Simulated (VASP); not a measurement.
# GdHAu2 (P4/mmm) in VASP: notebook

GdHAu2 is run at these levels: PBE; tasks: single point, relaxation of cell and atoms.

All numbers are computed with VASP 6.6.1; they aren't measurements. Logs are shortened: lines on timing, memory, paths and dates and some standing lists are left out, and cuts for length are marked.

## (1) The cell of the first run

The structure is tetragonal, space group P4/mmm (No. 123). Conventional cell: a = 3.768 Å, b = 3.768 Å, c = 6.440 Å, α = 90.00°, β = 90.00°, γ = 90.00°. Within 4.0 Å of Gd (site symmetry 4/mmm) lie 8 Au at 3.04 Å and 4 Gd at 3.77 Å. Within 2.3 Å of H (site symmetry 4/mmm) lie 2 Au at 1.76 Å. Within 2.3 Å of Au (site symmetry 4mm) lie 1 H at 1.76 Å.

## (2) Single point, PBE, collinear spin, ferromagnetic start

Contents of INCAR:

```
SYSTEM = GdHAu2
PREC = Accurate
ENCUT = 520
EDIFF = 1E-6
ISMEAR = 0
SIGMA = 0.1
LREAL = .False.
LASPH = .True.
NELM = 150
ALGO = Normal
ISIF = 2
LWAVE = .False.
LCHARG = .False.
ISPIN = 2
MAGMOM = 7 0 0 0
LORBIT = 11
LMAXMIX = 6
GGA = PE
NBANDS = 32
```

Contents of KPOINTS:

```
Automatic mesh
0
Gamma
  4 4 4
  0 0 0
```

Contents of POSCAR:

```
GdHAu2
1.0
    3.7678932332      0.0000000000      0.0000000000
    0.0000000000      3.7678932332      0.0000000000
    0.0000000000      0.0000000000      6.4399415064
Gd H Au
1 1 2
Direct
    0.0000000000      0.0000000000      0.0000000000
    0.5000000000      0.5000000000      0.5000000000
    0.5000000000      0.5000000000      0.7725899369
    0.5000000000      0.5000000000      0.2274100631
```

Potentials or basis: VASP PAW PBE potentials, release 64 (Gd, H, Au).

On the command line:

```
cat potpaw_PBE.64/Gd/POTCAR potpaw_PBE.64/H/POTCAR potpaw_PBE.64/Au/POTCAR > POTCAR
mpirun -np 1 vasp_std > vasp.out
```

OUTCAR:

```text
SYSTEM = GdHAu2
   PREC = Accurate
   ENCUT = 520
   EDIFF = 1E-6
   ISMEAR = 0
   LREAL = .False.
   LASPH = .True.
   NELM = 150
   ISIF = 2
   ISPIN = 2
   LORBIT = 11
   GGA = PE

 ion  position               nearest neighbor table
   1  0.000  0.000  0.000-   3 3.04   4 3.04   3 3.04   4 3.04   3 3.04   4 3.04   3 3.04   4 3.04

   2  0.500  0.500  0.500-   3 1.76   4 1.76
   3  0.500  0.500  0.773-   2 1.76   4 2.93   1 3.04   1 3.04   1 3.04   1 3.04   4 3.51
   4  0.500  0.500  0.227-   2 1.76   3 2.93   1 3.04   1 3.04   1 3.04   1 3.04   3 3.51

  LATTYP: Found a simple tetragonal cell.
 ALAT       =     3.7678932332
 C/A-ratio  =     1.7091624173

  Lattice vectors:

 A1 = (   3.7678932332,   0.0000000000,   0.0000000000)
 A2 = (   0.0000000000,   3.7678932332,   0.0000000000)
 A3 = (   0.0000000000,   0.0000000000,   6.4399415064)

Analysis of symmetry for initial positions (statically):
=====================================================================
 Subroutine PRICEL returns:
 Original cell was already a primitive cell.

 Routine SETGRP: Setting up the symmetry group for a
 simple tetragonal supercell.

 Subroutine GETGRP returns: Found 16 space group operations
 (whereof 16 operations were pure point group operations)
 out of a pool of 16 trial point group operations.

The static configuration has the point symmetry D_4h.

Analysis of symmetry for dynamics (positions and initial velocities):
=====================================================================
 Subroutine PRICEL returns:
 Original cell was already a primitive cell.

 Routine SETGRP: Setting up the symmetry group for a
 simple tetragonal supercell.

 Subroutine GETGRP returns: Found 16 space group operations
 (whereof 16 operations were pure point group operations)
 out of a pool of 16 trial point group operations.

The dynamic configuration has the point symmetry D_4h.

Analysis of structural, dynamic, and magnetic symmetry:
=====================================================================
 Subroutine PRICEL returns:
 Original cell was already a primitive cell.

 Routine SETGRP: Setting up the symmetry group for a
 simple tetragonal supercell.

 Subroutine GETGRP returns: Found 16 space group operations
 (whereof 16 operations were pure point group operations)
 out of a pool of 16 trial point group operations.

The overall configuration has the point symmetry D_4h.

 Subroutine INISYM returns: Found 16 space group operations
 (whereof 16 operations are pure point group operations),
 and found     1 'primitive' translations

----------------------------------------------------------------------------------------

                                     Primitive cell

  volume of cell :      91.4280

  direct lattice vectors                    reciprocal lattice vectors
     3.767893233  0.000000000  0.000000000     0.265400301  0.000000000  0.000000000
     0.000000000  3.767893233  0.000000000     0.000000000  0.265400301  0.000000000
     0.000000000  0.000000000  6.439941506     0.000000000  0.000000000  0.155280913

  length of vectors
     3.767893233  3.767893233  6.439941506     0.265400301  0.265400301  0.155280913

  position of ions in fractional coordinates (direct lattice)
     0.000000000  0.000000000  0.000000000
     0.500000000  0.500000000  0.500000000
     0.500000000  0.500000000  0.772589937
     0.500000000  0.500000000  0.227410063

  ion indices of the primitive-cell ions
   primitive index   ion index
                 1           1
                 2           2
                 3           3
                 4           4

----------------------------------------------------------------------------------------

 KPOINTS: Automatic mesh

Automatic generation of k-mesh.
 Grid dimensions read from file:
 generate k-points for:    4    4    4

 Generating k-lattice:

  Cartesian coordinates                     Fractional coordinates (reciprocal lattice)
     0.066350075  0.000000000  0.000000000     0.250000000  0.000000000  0.000000000
     0.000000000  0.066350075  0.000000000     0.000000000  0.250000000  0.000000000
     0.000000000  0.000000000  0.038820228     0.000000000  0.000000000  0.250000000

  Length of vectors
     0.066350075  0.066350075  0.038820228

  Shift w.r.t. Gamma in fractional coordinates (k-lattice)
     0.000000000  0.000000000  0.000000000

 Subroutine IBZKPT returns following result:
 ===========================================

 Found     18 irreducible k-points:

 Following reciprocal coordinates:
            Coordinates               Weight
  0.000000  0.000000  0.000000      1.000000
  0.250000  0.000000  0.000000      4.000000
  0.500000  0.000000  0.000000      2.000000
  0.250000  0.250000  0.000000      4.000000
  0.500000  0.250000  0.000000      4.000000
  0.500000  0.500000  0.000000      1.000000
[... 10 lines left out ...]
  0.500000  0.250000  0.500000      4.000000
  0.500000  0.500000  0.500000      1.000000
   k-points           NKPTS =     18   k-points in BZ     NKDIM =     18   number of bands    NBANDS=     32
   number of dos      NEDOS =    301   number of ions     NIONS =      4
   total plane-waves  NPLWV =  37632
   dimension x,y,z NGX =    28 NGY =   28 NGZ =   48
   dimension x,y,z NGXF=    56 NGYF=   56 NGZF=   96
   ions per type =               1   1   2
   NGX,Y,Z   is equivalent  to a cutoff of  12.35, 12.35, 12.39 a.u.
   NGXF,Y,Z  is equivalent  to a cutoff of  24.71, 24.71, 24.78 a.u.
 SYSTEM =  GdHAu2
   PREC   = accura    normal or accurate (medium, high low for compatibility)
   ISTART =      0    job   : 0-new  1-cont  2-samecut
   ICHARG =      2    charge: 1-file 2-atom 10-const
   ISPIN  =      2    spin polarized calculation?
   LNONCOLLINEAR =      F non collinear calculations
   LSORBIT =      F    spin-orbit coupling
   LASPH  =      T    aspherical Exc in radial PAW
   ENCUT  =  520.0 eV  38.22 Ry    6.18 a.u.   7.01  7.01 11.97*2*pi/ulx,y,z
   NELM   =    150;   NELMIN=  2; NELMDL= -5     # of ELM steps
   EDIFF  = 0.1E-05   stopping-criterion for ELM
   LREAL  =      F    real-space projection
   EDIFFG = 0.1E-04   stopping-criterion for IOM
   NSW    =      0    number of steps for IOM
   IBRION =     -1    ionic relax: 0-MD 1-quasi-New 2-CG
   NFREE  =      0    steps in history (QN), initial steepest desc. (CG)
   ISIF   =      2    stress and relaxation
   ISYM   =      2    0-nonsym 1-usesym 2-fastsym
   POTIM  = 0.5000    time-step for ionic-motion
   TEBEG  =    0.0;   TEEND  =   0.0 temperature during run
   PSTRESS=    0.0 pullay stress
   NELECT =      41.0000    total number of electrons
   NUPDOWN=      -1.0000    fix difference up-down
   EMIN   =  10.00;   EMAX   =-10.00  energy-range for DOS
   EFERMI =   0.00;   METHOD = LEGACY
   ISMEAR =     0;   SIGMA  =   0.10  broadening in eV -4-tet -1-fermi 0-gaus
   EFERMI_NEDOS =   21; number of points for ismear=-14 and -15
   IALGO  =     38    algorithm
   IMIX   =      4    mixing-type and parameters
     AMIX     =   0.40;   BMIX     =  1.00
     AMIX_MAG =   1.60;   BMIX_MAG =  1.00
  volume/ion in A,a.u.               =      22.86       154.25
  Fermi-wavevector in a.u.,A,eV,Ry     =   1.253073  2.367965 21.363763  1.570192
  Thomas-Fermi vector in A             =   2.386943
   LORBIT       =     11    0 simple, 1 ext, 2 COOP (PROOUT), +10 PAW based schemes
   GGA     = PE    functional components
   LHFCALC =     F    Hartree Fock is set to
   AEXX    =    0.0000 exact exchange contribution
   IVDW    =     0    specifies the selected vdW correction
   LEPSILON=     F    determine dielectric tensor
   LRPA    =     F    only Hartree local field effects (RPA)
 spin polarized calculation
 Gauss-broadening in eV      SIGMA  =   0.10
  energy-cutoff  :      520.00
  volume of cell :       91.43
 maximum number of plane-waves:      2484
   NGX = 15   NGY = 15   NGZ = 23

 number of electron      40.9999980 magnetization       6.9438469

 Free energy of the ion-electron system (eV)
  ---------------------------------------------------
  ext. energy  EPLUGINS =         0.00000000
  ---------------------------------------------------
  free energy    TOTEN  =       -22.71287380 eV

  energy without entropy =      -22.69469402  energy(sigma->0) =      -22.70378391

 E-fermi :   4.0575     XC(G=0):  -9.6263

 val. band max:        4.0483777369   @ k =   0.2500   0.2500   0.2500
 cond. band min:       4.0736339882   @ k =   0.5000   0.0000   0.5000
 fundamental gap:      0.0252562513
 Fermi energy:         4.0575100914

 spin component 1

 k-point     1 :       0.0000    0.0000    0.0000
  band No.  band energies     occupation
      1     -41.5363      1.00000
      2     -18.9840      1.00000
      3     -18.8581      1.00000
      4     -18.8581      1.00000
      5      -4.3598      1.00000
      6      -2.1307      1.00000
[... 619 lines left out ...]
     31       9.6184      0.00000
     32       9.6936      0.00000
 Fermi energy:         4.0575100914

 spin component 2

 k-point     1 :       0.0000    0.0000    0.0000
  band No.  band energies     occupation
      1     -38.4460      1.00000
      2     -16.8454      1.00000
      3     -16.6692      1.00000
      4     -16.6692      1.00000
      5      -4.3190      1.00000
      6      -2.0193      1.00000
[... 619 lines left out ...]
     31       9.8417      0.00000
     32       9.9097      0.00000

------------------------ aborting loop because EDIFF is reached ----------------------------------------

  FORCE on cell =-STRESS in cart. coord.  units (eV):
  Direction    XX          YY          ZZ          XY          YZ          ZX
  --------------------------------------------------------------------------------------
  -------------------------------------------------------------------------------------
  Total       -0.1823744     -0.1823744     -0.0862374      0.0000000      0.0000000      0.0000000
  in kB       -3.1959163     -3.1959163     -1.5112177      0.0000000      0.0000000      0.0000000
  external PRESSURE =      -2.6343501 kB  Pullay stress =       0.0000000 kB

 VOLUME and BASIS-vectors are now :
 -----------------------------------------------------------------------------
  energy-cutoff  :      520.00
  volume of cell :       91.43
      direct lattice vectors                 reciprocal lattice vectors
     3.767893233  0.000000000  0.000000000     0.265400301  0.000000000  0.000000000
     0.000000000  3.767893233  0.000000000     0.000000000  0.265400301  0.000000000
     0.000000000  0.000000000  6.439941506     0.000000000  0.000000000  0.155280913

 POSITION                                       TOTAL-FORCE (eV/Angst)
 -----------------------------------------------------------------------------------
      0.00000      0.00000      0.00000         0.000000      0.000000      0.000000
      1.88395      1.88395      3.21997         0.000000      0.000000      0.000000
      1.88395      1.88395      4.97543         0.000000      0.000000      0.021798
      1.88395      1.88395      1.46451         0.000000     -0.000000     -0.021798
 -----------------------------------------------------------------------------------
    total drift:                                0.000000      0.000000     -0.000000

  FREE ENERGIE OF THE ION-ELECTRON SYSTEM (eV)
  ---------------------------------------------------
  free  energy   TOTEN  =       -22.7128737982 eV

  energy  without entropy=      -22.6946940181  energy(sigma->0) =      -22.70378391

 total charge

# of ion       s       p       d       f       tot
--------------------------------------------------
    1        2.050   5.607   0.456   7.074  15.187
    2        0.508   0.026   0.000   0.000   0.534
    3        0.761   0.280   8.667   0.000   9.708
    4        0.761   0.280   8.667   0.000   9.708
--------------------------------------------------
tot          4.080   6.193  17.790   7.074  35.137

 magnetization (x)

# of ion       s       p       d       f       tot
--------------------------------------------------
    1       -0.001  -0.078   0.063   6.736   6.721
    2       -0.000   0.000   0.000   0.000  -0.000
    3       -0.010   0.003  -0.004   0.000  -0.011
    4       -0.010   0.003  -0.004   0.000  -0.011
--------------------------------------------------
tot         -0.022  -0.072   0.055   6.736   6.698
```

Run time: 2.6 min. Hardware: 1 thread of Intel Xeon Platinum 8259CL at 2.50GHz (Skylake/Cascade Lake), shared host; peak memory 0.28 GiB.

Results:

| Item | Value |
| --- | --- |
| Free energy | -22.7129 eV |
| Pressure | -0.3 GPa |
| Largest force | 0.022 eV/Å |
| Net moment | 6.94 μB per cell |
| Site moments | Gd +6.72; H -0.00; Au -0.01 μB |
| Valence electrons inside the program's atomic spheres | Gd 15.19; H 0.53; Au 9.71 |

Forces in eV/Å, atoms in the order of the input:
```
Gd   0.000  0.000  0.000
H    0.000  0.000  0.000
Au   0.000  0.000  0.022
Au   0.000  0.000 -0.022
```

Caveat: the k points lie up to 0.42 Å⁻¹ apart; spin-orbit coupling is left out, which moves the levels of the heavy elements; without U or exact exchange the open f shell lies at the Fermi level, which spoils levels, moments and volumes. The state reached can hang on the start; a lower one may exist.

## (3) Relaxation of cell and atoms, PBE, collinear spin, ferromagnetic start

This run uses another cell than the first one, of 22.68 Å³/atom, 0.992 times its volume.

Contents of INCAR:

```
PREC     = Accurate       # precision mode
ENCUT    = 600            # plane-wave cutoff, eV
EDIFF    = 1E-7           # SCF threshold, eV
ISMEAR   = 0              # smearing method
SIGMA    = 0.1            # smearing width, eV
LREAL    = False          # projectors in reciprocal space
LASPH    = True           # aspherical terms in the spheres
NELM     = 150            # most SCF steps
ALGO     = Normal         # electronic algorithm
ISIF     = 3              # what is computed and relaxed
LWAVE    = False          # write WAVECAR
LCHARG   = False          # write CHGCAR
ISPIN    = 2              # spin polarisation
MAGMOM   = 7 0 0 0        # initial moments
LORBIT   = 11             # projections on sites
LMAXMIX  = 6              # l up to which the mixer works
GGA      = PE             # functional
IBRION   = 2              # ionic algorithm
NSW      = 90             # ionic steps
EDIFFG   = -0.04          # ionic threshold
```

Contents of KPOINTS:

```
regular mesh
0
Gamma
  4 4 4
```

Contents of POSCAR:

```
GdHAu2
1.0
    3.8714349200      0.0000000000      0.0000000000
    0.0000000000      3.8714349200      0.0000000000
    0.0000000000      0.0000000000      6.0528414200
Gd H Au
1 1 2
Direct
    0.0000000000      0.0000000000      0.0000000000
    0.5000000000      0.5000000000      0.5000000000
    0.5000000000      0.5000000000      0.8257348300
    0.5000000000      0.5000000000      0.1742651700
```

Potentials or basis: VASP PAW PBE potentials, release 64 (Gd, H, Au).

On the command line:

```
cat potpaw_PBE.64/Gd/POTCAR potpaw_PBE.64/H/POTCAR potpaw_PBE.64/Au/POTCAR > POTCAR
mpirun -np 1 vasp_std > vasp.out
```

Wall time 79 min (1 thread of Intel Xeon Platinum 8259CL at 2.50GHz (Skylake/Cascade Lake), shared host); peak memory 0.36 GiB.

Results (log left out):

| Item | Value |
| --- | --- |
| Free energy | -22.7147 eV |
| Relaxed volume | 22.74 Å³/atom |
| Relaxed cell | a = 3.751 Å, b = 3.751 Å, c = 6.464 Å, α = 90.00°, β = 90.00°, γ = 90.00° |
| Space group after relaxing (to 0.05 Å) | P4/mmm (No. 123) |
| Energy gained by relaxing | 898.2 meV/atom |
| Ionic steps | 16 |
| Pressure after relaxing | 0.0 GPa |
| Largest force after relaxing | 0.014 eV/Å |
| Band gap on the k mesh | zero (filled and empty bands overlap) |
| Net moment | -6.96 μB per cell |
| Site moments | Gd -6.73; H -0.00; Au +0.01 μB |
| Valence electrons inside the program's atomic spheres | Gd 15.19; H 0.53; Au 9.71 |

Forces in eV/Å, atoms in the order of the input:
```
Gd   0.000  0.000  0.000
H    0.000  0.000  0.000
Au   0.000  0.000 -0.014
Au   0.000  0.000  0.014
```

Stress tensor (GPa, compression positive):
```
 0.05  0.00  0.00
 0.00  0.05  0.00
 0.00  0.00 -0.19
```

The path:
```
step  energy change (eV)  largest force (eV/Å)  pressure (GPa)  volume (Å³)
   1              0.0000               16.7780           23.15        90.72
   2             -0.4965                2.6906            6.03       137.80
   3             -0.9182                2.4633           -5.56       132.79
   4             -1.4948                2.0103           -6.33       127.08
   5             -3.0102                0.8793           -3.75       108.27
   6             -3.4898                0.0137           -3.78        99.34
   7             -3.4554                1.3664            0.08        94.99
   8             -3.5147                0.2762           -2.81        97.91
   9             -3.5168                0.4498           -2.32        97.29
  10             -3.5169                0.4105           -2.44        97.42
  11             -3.5675                0.2734           -0.39        93.29
  12             -3.5707                0.2193            0.35        92.02
  13             -3.5825                0.0726            0.19        91.72
  14             -3.5904                0.1820            0.00        90.85
  15             -3.5910                0.1512            0.00        91.01
  16             -3.5928                0.0135           -0.03        90.94
```

Final structure:
```yaml
crystal:
  lattice:
    - [3.75086, 0.00000, 0.00000]
    - [0.00000, 3.75086, 0.00000]
    - [0.00000, 0.00000, 6.46406]
  atoms:
    - { symbol: Gd, position: [0.00000, 0.00000, 0.00000] }
    - { symbol: H, position: [0.50000, 0.50000, 0.50000] }
    - { symbol: Au, position: [0.50000, 0.50000, 0.77208] }
    - { symbol: Au, position: [0.50000, 0.50000, 0.22792] }
```

Levels at points of the mesh, in eV from the Fermi level:
Spin up:
```csv
k point,band 14,band 15,band 16,band 17,band 18,band 19,band 20,band 21
"(0.00, 0.00, 0.00)",-4.17,-4.17,-3.37,-1.92,0.33,0.35,0.35,0.35
"(0.50, 0.00, 0.00)",-3.96,-3.39,-1.97,-1.64,-1.64,0.20,0.32,0.36
"(0.50, 0.50, 0.00)",-3.91,-3.54,-2.02,-0.35,-0.03,-0.03,0.24,0.24
"(0.00, 0.00, 0.50)",-4.45,-4.38,-4.38,0.23,0.35,0.36,0.36,0.39
"(0.50, 0.00, 0.50)",-4.34,-3.55,-3.05,-1.23,0.03,0.32,0.35,0.35
"(0.50, 0.50, 0.50)",-3.98,-3.46,-2.59,-0.50,-0.50,0.29,0.29,0.32
```
Spin down:
```csv
k point,band 22,band 23,band 24,band 25,band 26,band 27
"(0.00, 0.00, 0.00)",-4.08,-3.51,-1.94,0.65,2.02,2.02
"(0.50, 0.00, 0.00)",-3.33,-2.23,-1.76,-1.60,1.35,1.76
"(0.50, 0.50, 0.00)",-3.70,-2.05,-0.43,-0.43,0.63,0.63
"(0.00, 0.00, 0.50)",-4.39,-4.10,0.55,0.66,1.87,1.87
"(0.50, 0.00, 0.50)",-3.57,-3.05,-1.52,0.51,1.52,1.80
"(0.50, 0.50, 0.50)",-3.59,-2.34,-0.84,-0.84,1.47,1.47
```

Caveat: the k points lie up to 0.42 Å⁻¹ apart in the final cell; the electronic state changed during the relaxation; spin-orbit coupling is left out, which moves the levels of the heavy elements; without U or exact exchange the open f shell lies at the Fermi level, which spoils levels, moments and volumes.
